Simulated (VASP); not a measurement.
Input of a VASP 6.6.1 run:

File INCAR:

```
  ALGO = Normal
  EDIFF = 1E-6
  ENCUT = 520
  GGA = CA
  ISIF = 2
  ISMEAR = 1
  ISPIN = 2
  LASPH = True
  LCHARG = False
  LMAXMIX = 6
  LORBIT = 11
  LREAL = False
  LWAVE = False
  MAGMOM = 6.925
  NBANDS = 18
  NELM = 150
  PREC = Accurate
  SIGMA = 0.2
```

The input KPOINTS:

```
k-points
0
Gamma
  11 11 11
```

POSCAR

```
Eu
1.0
   -2.0544259245      2.0544259245      2.0544259245
    2.0544259245     -2.0544259245      2.0544259245
    2.0544259245      2.0544259245     -2.0544259245
Eu
1
Direct
    0.0000000000      0.0000000000      0.0000000000
```

Potentials or basis: VASP PAW PBE potentials, release 64 (Eu).

Run with:

```console
$ cat potpaw_PBE.64/Eu/POTCAR > POTCAR
$ mpirun -np 1 vasp_std > vasp.out
```

(1) Predict the net moment.

(2) Predict the pressure.

Results:

(1) 7.19 μB per cell.

(2) -0.4 GPa.

Caveat: the PAW data sets were made with another functional, which shifts forces and pressure a little.
